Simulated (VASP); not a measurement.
As, 2 atoms in the cell. The cell holds a slab with vacuum, 2 atoms: a = 3.406 Å, b = 3.406 Å, c = 28.574 Å, α = 90.00°, β = 90.00°, γ = 120.00°. 

- Program: VASP 6.6.1
- Task: single point
- Functional: PBE
- Dispersion: D3(BJ)
- Potentials or basis: VASP PAW PBE potentials, release 64 (As)
- Cutoff: 520 eV
- k mesh: 9 × 9 × 1
- Occupations: gaussian, width 0.02 eV
- Spin: no spin polarisation
- Dipole correction: yes
- Further INCAR settings: ALGO = Normal; EDIFF = 1e-06; NBANDS = 12

Potentials or basis: VASP PAW PBE potentials, release 64 (As).

Command:

```sh
$ cat potpaw_PBE.64/As/POTCAR > POTCAR
$ mpirun -np 1 vasp_std > vasp.out
```

Hardware: 1 thread of Intel(R) Xeon(R) Platinum 8259CL CPU @ 2.50GHz (Skylake/Cascade Lake), with other jobs on the host.

Task: How long does it take, and how much memory?

Result: Wall time 2.3 min on 1 thread of Intel(R) Xeon(R) Platinum 8259CL CPU @ 2.50GHz (Skylake/Cascade Lake), with other jobs on the host, peak memory 0.41 GiB. Counts: scf iterations 20, k points 12.
